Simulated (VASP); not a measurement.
Ti: single point with PBE

The system is Ti.

```
Ti
1.0
    -2.01613    2.01613    1.18268
     2.01613   -2.01613    1.18268
     2.01613    2.01613   -1.18268
Ti
2
Direct
  0.62500 0.87500 0.75000
  0.37500 0.12500 0.25000
```

| Quantity | Value |
| --- | --- |
| Program | VASP 6.6.1 |
| Task | single point |
| Functional | PBE |
| Potentials or basis | VASP PAW PBE potentials, release 64 (Ti_sv) |
| Cutoff | 520 eV |
| k mesh | 15 × 15 × 15 |
| Occupations | fermi-dirac, width 0.1 eV |
| Spin | no spin polarisation |
| Dipole correction | no |
| Further INCAR settings | ALGO = Normal; EDIFF = 1e-07; NBANDS = 19 |

```json
{"Pressure": "157.4 GPa", "Band gap on the k mesh": "zero (band 12 reaches 16.31 eV, above the bottom of band 13 at 14.21 eV)"}
```

Stress tensor (GPa, compression positive):
```
158.97   0.00   0.00
  0.00 158.97   0.00
  0.00   0.00 154.33
```

Levels at points of the mesh, in eV from the Fermi level:
```csv
k point,band 9,band 10,band 11,band 12,band 13,band 14,band 15,band 16
"(0.00, 0.00, 0.00)",-6.19,-5.89,-2.14,-1.12,0.11,3.41,3.41,3.66
```

Run time: 36 s on 1 thread of Intel(R) Xeon(R) 6975P-C (Granite Rapids), with other jobs on the host, peak memory 0.2 GiB.
